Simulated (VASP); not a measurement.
A run of VASP 6.6.1 is set up as follows.

INCAR

```
SYSTEM = PbO
  PREC = Accurate
  ENCUT = 520
  EDIFF = 1E-6
  ISMEAR = -1
  SIGMA = 0.05
  LREAL = .FALSE.
  LASPH = .TRUE.
  NELM = 100
  ALGO = Normal
  ISIF = 2
  LWAVE = .FALSE.
  LCHARG = .FALSE.
  GGA = PE
  NBANDS = 17
```

KPOINTS

```
Automatic mesh
0
G
  12 12 12
  0 0 0
```

POSCAR

```
PbO
1.0
    3.2150724968      0.0000000000      0.0000000000
    0.0000000000      3.2150724968      0.0000000000
    0.0000000000      0.0000000000      3.2150724968
Pb O
1 1
Direct
    0.0000000000      0.0000000000      0.0000000000
    0.5000000000      0.5000000000      0.5000000000
```

Potentials or basis: VASP PAW PBE potentials, release 64 (Pb_d, O).

Run with:

```sh
$ cat potpaw_PBE.64/Pb_d/POTCAR potpaw_PBE.64/O/POTCAR > POTCAR
$ mpirun -np 1 vasp_std > vasp.out
```

Q: What does it give for the pressure?

A: -0.1 GPa.

Q: What does it give for the band gap on the k mesh?

A: 0.17 eV, indirect (least direct gap 0.20 eV).

Caveat: spin-orbit coupling is left out, which moves the levels of the heavy elements. A k mesh can miss the band edges.
